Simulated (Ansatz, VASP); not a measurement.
# Two plane-wave programs on GaN

```
CELL_PARAMETERS angstrom
3.20813 0.00000 0.00000
-1.60407 2.74518 0.00000
0.00000 0.00000 5.18500
ATOMIC_POSITIONS crystal
Ga 0.33295 0.66590 0.00001
Ga 0.66705 0.33410 0.50001
N 0.33214 0.66428 0.37699
N 0.66786 0.33572 0.87699
```

Alike in both runs: functional PBE; k mesh 8 × 8 × 5; occupations gaussian, width 0.05 eV; no spin polarisation.

Ansatz relaxed the structure, and its values are those at the end. VASP's run is a single point on that final structure, the one shown.

```csv
,VASP,Ansatz
version,VASP 6.6.1,Ansatz 0.2.0
potentials or method,"VASP PAW PBE potentials, release 64 (Ga_d, N)","scalar-relativistic, plane waves, PAW"
plane-wave cutoff (eV),520,420
valence electrons in the cell,36,36
```

```csv
,VASP,Ansatz,Ansatz less VASP
pressure (GPa),5.5,5.4,-0.08
```

With one functional, cell and mesh, what is left measures potentials, basis and numerics. Ansatz's warnings: stress scf threshold loose.
